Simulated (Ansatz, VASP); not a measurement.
One calculation of TiN, two programs

The input INCAR:

```
SYSTEM = TiN
ALGO = Normal
EDIFF = 1E-6
ENCUT = 520
GGA = PE
ISIF = 2
ISMEAR = -1
LASPH = .True.
LCHARG = .True.
LELF = .True.
LREAL = .False.
LVHAR = .True.
LWAVE = .False.
NBANDS = 16
NELM = 100
PREC = Accurate
SIGMA = 0.1
```

Contents of KPOINTS:

```
k-points
0
Gamma
  15 15 15
  0 0 0
```

Contents of POSCAR:

```
TiN
1.0
    0.0000000000      2.0804728265      2.0804728265
    2.0804728265      0.0000000000      2.0804728265
    2.0804728265      2.0804728265      0.0000000000
Ti N
1 1
Direct
    0.0000000000      0.0000000000      0.0000000000
    0.5000000000      0.5000000000      0.5000000000
```

Input for Ansatz:

```yaml
crystal:
  lattice:
    - [0.0, 2.0804728265, 2.0804728265]
    - [2.0804728265, 0.0, 2.0804728265]
    - [2.0804728265, 2.0804728265, 0.0]
  atoms:
    - { symbol: Ti, position: [0.0, 0.0, 0.0] }
    - { symbol: "N", position: [0.5, 0.5, 0.5] }
kpoints:
  mp_grid: { grid: [15, 15, 15] }
scf:
  occupations: { method: fermi_dirac, width: 0.1 }
hamiltonian:
  xc: pbe
  pseudopotentials: { kind: all_electron, lapw: { basis_error: 0.001 } }
output:
  forces: true
  stress: true
  eigenvalues: true
  populations: true
```

Change from the starting cell: volume scaled by 0.94, LAPW.

Alike in both runs: task single point; functional PBE; k mesh 15 × 15 × 15; occupations fermi-dirac, width 0.1 eV; no spin polarisation.

|  | VASP | Ansatz |
| --- | --- | --- |
| version | VASP 6.6.1 | Ansatz 0.2.0 |
| potentials or method | VASP PAW PBE potentials, release 64 (Ti_sv, N), cutoff 520 eV | all-electron LAPW, scalar-relativistic |

```csv
,VASP,Ansatz,Ansatz less VASP
pressure (GPa),20.0,19.5,-0.46
```

Ansatz ran all-electron here, and VASP with PAW potentials.
